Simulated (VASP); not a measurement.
**Zr5O9 (a cell with a defect): single point with PBE**

Zr5O9 (a cell with a defect):

```
Zr O
1.0
     0.00000    0.00000    5.11588
    -2.55794    5.11588    2.55794
    -5.11588   -2.55794    2.55794
Zr O
5 9
Direct
  0.00000 0.00000 0.00000
  0.20000 0.20000 0.40000
  0.40000 0.40000 0.80000
  0.60000 0.60000 0.20000
  0.80000 0.80000 0.60000
  0.55000 0.30000 0.10000
  0.75000 0.50000 0.50000
  0.95000 0.70000 0.90000
  0.15000 0.90000 0.30000
  0.05000 0.30000 0.10000
  0.25000 0.50000 0.50000
  0.45000 0.70000 0.90000
  0.65000 0.90000 0.30000
  0.82361 0.11759 0.73518
```

This cell differs from its parent crystal: atoms taken out, atom 14 moved 0.000 of the way to it and -0.225 Å across, host rigid.

| Item | Value |
| --- | --- |
| Program | VASP 6.6.1 |
| Task | single point |
| Functional | PBE |
| Potentials or basis | VASP PAW PBE potentials, release 64 (Zr_sv, O) |
| Cutoff | 520 eV |
| k mesh | 4 × 4 × 4 |
| Occupations | gaussian, width 0.05 eV |
| Spin | no spin polarisation |
| Dipole correction | no |
| Charge | 2 |
| Further INCAR settings | ALGO = Normal; EDIFF = 1e-06; NBANDS = 70; NELECT = 112.0 |

| Quantity | Value |
| --- | --- |
| Largest force | 4.385 eV/Å |

Forces in eV/Å, atoms in the order of the input:
```
Zr  -2.754 -2.598 -2.072
Zr   2.677  2.849 -1.949
Zr  -2.873  2.696  1.926
Zr   0.218 -0.138 -0.043
Zr   2.418 -2.823  2.133
O   -1.230 -0.086 -0.135
O    0.096 -0.074  0.128
O   -0.028  0.331 -0.068
O   -1.050 -0.185  0.065
O    1.615 -0.482  0.423
O   -0.496 -1.706 -0.475
O    0.416  1.831 -0.336
O   -1.936  0.383  0.396
O    2.927  0.000  0.007
```

Levels at points of the mesh, in eV from the Fermi level:
```
           k point  band 53  band 54  band 55  band 56  band 57  band 58  band 59  band 60
(0.00, 0.00, 0.00)    -1.11    -0.89    -0.77    -0.71     0.49     2.88     2.95     3.01
(0.50, 0.00, 0.00)    -1.38    -1.15    -1.10    -0.96     1.22     2.82     3.11     3.14
(0.50, 0.50, 0.00)    -1.39    -1.24    -1.12    -0.82     1.14     2.83     3.18     3.27
(0.50, 0.50, 0.50)    -1.46    -1.15    -1.00    -0.96     1.10     2.83     3.16     3.25
(0.50, 0.00, 0.50)    -1.39    -1.22    -1.12    -0.86     1.19     2.83     3.05     3.18
(0.00, 0.50, 0.00)    -0.84    -0.77    -0.71    -0.46     0.66     2.63     2.93     3.45
(0.00, 0.00, 0.50)    -0.82    -0.80    -0.69    -0.53     0.66     2.75     2.80     3.40
(0.00, 0.50, 0.50)    -0.99    -0.97    -0.88    -0.38     1.28     2.72     2.91     3.32
```

Run time: 9.8 min on 1 thread of Oxide Virtual Turin-like Processor, with other jobs on the host, peak memory 0.43 GiB.

Caveat: the cell carries a net charge on a neutralising background, which shifts energy and pressure; the cell differs from its parent crystal (atoms taken out, atom 14 moved 0.000 of the way to it and -0.225 Å across, host rigid); the cell is charged against a uniform background, so pressure and absolute levels hang on convention.
